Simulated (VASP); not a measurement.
# NaI (R3m) in VASP: single point with HSE06

Aim: the single point of NaI with HSE06.

Everything below comes from runs of VASP 6.6.1. Logs are shortened: lines on timing, memory, paths and dates and some standing lists are left out, and cuts for length are marked.

## 1. The cell of the first run

It takes space group R3m (No. 160, trigonal). Conventional cell: a = 5.011 Å, b = 5.011 Å, c = 12.966 Å, α = 90.00°, β = 90.00°, γ = 120.00°. Na (site symmetry 3m) has 4 I at 3.12 to 3.15 Å within 4.1 Å. Within 4.1 Å of I (site symmetry 3m) lie 4 Na at 3.12 to 3.15 Å.

## 2. Single point, HSE06 (strain along [111] +5.6%)

POSCAR reads:

```
NaI
1.0
    0.1332240072      3.6764156882      3.6764156882
    3.6764156882      0.1332240072      3.6764156882
    3.6764156882      3.6764156882      0.1332240072
Na I
1 1
Direct
    0.0035156203      0.0035156203      0.0035156203
    0.2464843797      0.2464843797      0.2464843797
```

INCAR.step1 reads:

```
SYSTEM = NaI
PREC = Accurate ; ENCUT = 520
EDIFF = 1E-5 ; ISMEAR = 0
SIGMA = 0.01 ; LREAL = .FALSE.
LASPH = .TRUE. ; NELM = 80
ALGO = Normal ; ISIF = 2
LWAVE = .TRUE. ; GGA = PE
NBANDS = 14
```

INCAR.step2 reads:

```
SYSTEM = NaI
PREC = Accurate ; ENCUT = 520
EDIFF = 1E-6 ; ISMEAR = 0
SIGMA = 0.01 ; LREAL = .FALSE.
LASPH = .TRUE. ; NELM = 80
ALGO = Normal ; ISIF = 2
LWAVE = .FALSE. ; LCHARG = .TRUE.
GGA = PE ; LHFCALC = .TRUE.
HFSCREEN = 0.2079 ; PRECFOCK = Normal
LELF = .TRUE. ; LVHAR = .TRUE.
ISTART = 1 ; NBANDS = 14
```

KPOINTS reads:

```
regular mesh
0
G
  4 4 4
  0 0 0
```

Potentials or basis: VASP PAW PBE potentials, release 64 (Na_pv, I).

Run with:

```sh
> cat potpaw_PBE.64/Na_pv/POTCAR potpaw_PBE.64/I/POTCAR > POTCAR
> cp INCAR.step1 INCAR
> mpirun -np 1 vasp_std > vasp.out
> cp INCAR.step2 INCAR
> mpirun -np 1 vasp_std > vasp.out
```

OUTCAR:

```text
SYSTEM = NaI
   PREC = Accurate
   ENCUT = 520
   EDIFF = 1E-6
   ISMEAR = 0
   LREAL = .FALSE.
   LASPH = .TRUE.
   NELM = 80
   ISIF = 2
   GGA = PE
   LHFCALC = .TRUE.
   HFSCREEN = 0.2079
   PRECFOCK = Normal
   ISTART = 1

 ion  position               nearest neighbor table
   1  0.004  0.004  0.004-   2 3.12   2 3.12   2 3.12   2 3.15
   2  0.246  0.246  0.246-   1 3.12   1 3.12   1 3.12   1 3.15

  LATTYP: Found a trigonal (rhomboedric) cell.
 ALAT       =     5.2009434972
 COS(alpha) =     0.5358856208

  Lattice vectors:

 A1 = (   0.1332240072,   3.6764156882,   3.6764156882)
 A2 = (   3.6764156882,   0.1332240072,   3.6764156882)
 A3 = (   3.6764156882,   3.6764156882,   0.1332240072)

Analysis of symmetry for initial positions (statically):
=====================================================================
 Subroutine PRICEL returns:
 Original cell was already a primitive cell.

 Routine SETGRP: Setting up the symmetry group for a
 trigonal (rhombohedral) supercell.

 Subroutine GETGRP returns: Found  6 space group operations
 (whereof  6 operations were pure point group operations)
 out of a pool of 12 trial point group operations.

The static configuration has the point symmetry C_3v.

Analysis of symmetry for dynamics (positions and initial velocities):
=====================================================================
 Subroutine PRICEL returns:
 Original cell was already a primitive cell.

 Routine SETGRP: Setting up the symmetry group for a
 trigonal (rhombohedral) supercell.

 Subroutine GETGRP returns: Found  6 space group operations
 (whereof  6 operations were pure point group operations)
 out of a pool of 12 trial point group operations.

The dynamic configuration has the point symmetry C_3v.

 Subroutine INISYM returns: Found  6 space group operations
 (whereof  6 operations are pure point group operations),
 and found     1 'primitive' translations

----------------------------------------------------------------------------------------

                                     Primitive cell

  volume of cell :      93.9815

  direct lattice vectors                    reciprocal lattice vectors
     0.133224007  3.676415688  3.676415688    -0.143627043  0.138604371  0.138604371
     3.676415688  0.133224007  3.676415688     0.138604371 -0.143627043  0.138604371
     3.676415688  3.676415688  0.133224007     0.138604371  0.138604371 -0.143627043

[... 89 lines left out ...]
   IMIX   =      1    mixing-type and parameters
     AMIX     =   0.40;   BMIX     =  1.00
     AMIX_MAG =   1.60;   BMIX_MAG =  1.00
  volume/ion in A,a.u.               =      46.99       317.11
  Fermi-wavevector in a.u.,A,eV,Ry     =   0.867834  1.639969 10.247039  0.753136
  Thomas-Fermi vector in A             =   1.986425
   LORBIT       =      0    0 simple, 1 ext, 2 COOP (PROOUT), +10 PAW based schemes
   GGA     = PE    functional components
   LHFCALC =     T    Hartree Fock is set to
   PRECFOCK=normal    Normal, Fast or Accurate (Low or Medium for compatibility)
   ENCUT4O =  -1.0   cutoff for four orbital integrals eV
   NKREDX  =     1    reduce k-point grid by
   NKREDY  =     1    reduce k-point grid by
   NKREDZ  =     1    reduce k-point grid by
   AEXX    =    0.2500 exact exchange contribution
   HFSCREEN=    0.2079 screening length (either q_TF or 0.3 A-1)
   HFSCREENC=   0.2079 screening length for correlation (either q_TF or 0.3 A-1)
   ENCUTFOCK=  -1.0 apply spherical cutoff to Coloumb kernel
   IVDW    =     0    specifies the selected vdW correction
   LEPSILON=     F    determine dielectric tensor
   LRPA    =     F    only Hartree local field effects (RPA)
 non-spin polarized calculation
 Gauss-broadening in eV      SIGMA  =   0.01
  energy-cutoff  :      520.00
  volume of cell :       93.98
 maximum number of plane-waves:      2549
 NGX is ok and might be reduce to    40
  NGX = 30; NGY = 30; NGZ = 30

 number of electron      14.0000002 magnetization

 Free energy of the ion-electron system (eV)
  ---------------------------------------------------
  ext. energy  EPLUGINS =         0.00000000
  ---------------------------------------------------
  free energy    TOTEN  =        -6.14429963 eV

  energy without entropy =       -6.14429963  energy(sigma->0) =       -6.14429963

 E-fermi :  -1.9310     XC(G=0):  -5.3117

 val. band max:       -2.0357671087   @ k =   0.0000   0.0000   0.0000
 cond. band min:       2.5958994318   @ k =   0.0000   0.0000   0.0000
 fundamental gap:      4.6316665405
 Fermi energy:        -1.9310088995

 k-point     1 :       0.0000    0.0000    0.0000
  band No.  band energies     occupation
      1     -26.6190      2.00000
      2     -26.6190      2.00000
      3     -26.6155      2.00000
      4     -13.3326      2.00000
      5      -2.1875      2.00000
      6      -2.0358      2.00000
      7      -2.0358      2.00000
      8       2.5959      0.00000
      9       6.5121      0.00000
     10       6.9783      0.00000
     11       6.9783      0.00000
     12       8.6470      0.00000
     13       8.6470      0.00000
     14       9.8026      0.00000
[... 190 lines left out ...]
      1     -26.6192      2.00000
      2     -26.6192      2.00000
      3     -26.6173      2.00000
      4     -13.2275      2.00000
      5      -3.2815      2.00000
      6      -2.1369      2.00000
      7      -2.1369      2.00000
      8       4.3110      0.00000
      9       6.2636      0.00000
     10       6.7630      0.00000
     11       6.7630      0.00000
     12       9.4237      0.00000
     13      10.0426      0.00000
     14      10.0426      0.00000

------------------------ aborting loop because EDIFF is reached ----------------------------------------

  FORCE on cell =-STRESS in cart. coord.  units (eV):
  Direction    XX          YY          ZZ          XY          YZ          ZX
  --------------------------------------------------------------------------------------
  -------------------------------------------------------------------------------------
  Total       -0.2372048     -0.2372048     -0.2372048     -0.0843391     -0.0843391     -0.0843391
  in kB       -4.0438198     -4.0438198     -4.0438198     -1.4377962     -1.4377962     -1.4377962
  external PRESSURE =      -4.0438198 kB  Pullay stress =       0.0000000 kB

 VOLUME and BASIS-vectors are now :
 -----------------------------------------------------------------------------
  energy-cutoff  :      520.00
  volume of cell :       93.98
      direct lattice vectors                 reciprocal lattice vectors
     0.133224007  3.676415688  3.676415688    -0.143627043  0.138604371  0.138604371
     3.676415688  0.133224007  3.676415688     0.138604371 -0.143627043  0.138604371
     3.676415688  3.676415688  0.133224007     0.138604371  0.138604371 -0.143627043

 POSITION                                       TOTAL-FORCE (eV/Angst)
 -----------------------------------------------------------------------------------
      0.02632      0.02632      0.02632        -0.000796     -0.000796     -0.000796
      1.84520      1.84520      1.84520         0.000796      0.000796      0.000796
 -----------------------------------------------------------------------------------
    total drift:                                0.000104      0.000101      0.000100

  FREE ENERGIE OF THE ION-ELECTRON SYSTEM (eV)
  ---------------------------------------------------
  free  energy   TOTEN  =        -6.1442996313 eV

  energy  without entropy=       -6.1442996313  energy(sigma->0) =       -6.14429963
```

OUTCAR.step1:

```text
SYSTEM = NaI
   PREC = Accurate
   ENCUT = 520
   EDIFF = 1E-5
   ISMEAR = 0
   LREAL = .FALSE.
   LASPH = .TRUE.
[... 430 lines left out ...]
      0.02632      0.02632      0.02632         0.001378      0.001378      0.001378
      1.84520      1.84520      1.84520        -0.001378     -0.001378     -0.001378
 -----------------------------------------------------------------------------------
    total drift:                                0.000362      0.000362      0.000362

  FREE ENERGIE OF THE ION-ELECTRON SYSTEM (eV)
  ---------------------------------------------------
  free  energy   TOTEN  =        -5.2874002935 eV

  energy  without entropy=       -5.2874002935  energy(sigma->0) =       -5.28740029
```

OSZICAR.step1:

```text
N       E                     dE             d eps       ncg     rms          rms(c)
DAV:   1     0.797239262159E+02    0.79724E+02   -0.61895E+03   364   0.866E+02
DAV:   2     0.245244792003E+01   -0.77271E+02   -0.72350E+02   390   0.203E+02
DAV:   3    -0.516600075956E+01   -0.76184E+01   -0.75724E+01   472   0.629E+01
DAV:   4    -0.539275788901E+01   -0.22676E+00   -0.22668E+00   452   0.108E+01
DAV:   5    -0.539762109157E+01   -0.48632E-02   -0.48631E-02   482   0.159E+00    0.164E+00
DAV:   6    -0.528701057657E+01    0.11061E+00   -0.14237E-01   412   0.177E+00    0.111E+00
DAV:   7    -0.527685199074E+01    0.10159E-01   -0.11238E-01   454   0.142E+00    0.709E-01
DAV:   8    -0.528714858133E+01   -0.10297E-01   -0.11551E-02   400   0.697E-01    0.229E-01
DAV:   9    -0.528695081734E+01    0.19776E-03   -0.26895E-04   484   0.139E-01    0.804E-02
DAV:  10    -0.528737336757E+01   -0.42255E-03   -0.50033E-04   406   0.134E-01    0.219E-02
DAV:  11    -0.528739499141E+01   -0.21624E-04   -0.35171E-05   466   0.446E-02    0.979E-03
DAV:  12    -0.528740029353E+01   -0.53021E-05   -0.52179E-06   400   0.146E-02
   1 F= -.52874003E+01 E0= -.52874003E+01  d E =-.897514E-15
```

Run time: 24 min. Hardware: 1 thread of Oxide Virtual Turin-like, shared host; peak memory 0.32 GiB.

What came out:

- Free energy: -6.1443 eV
- Pressure: -0.4 GPa
- Band gap on the k mesh: 4.63 eV

Caveat: the cell differs from its parent crystal (strain along [111] +5.6%); the structure was generated, so it needn't be the stable form of NaI; the PAW data sets were made with another functional, which shifts forces and pressure a little; spin-orbit coupling is left out, which moves the levels of the heavy elements.
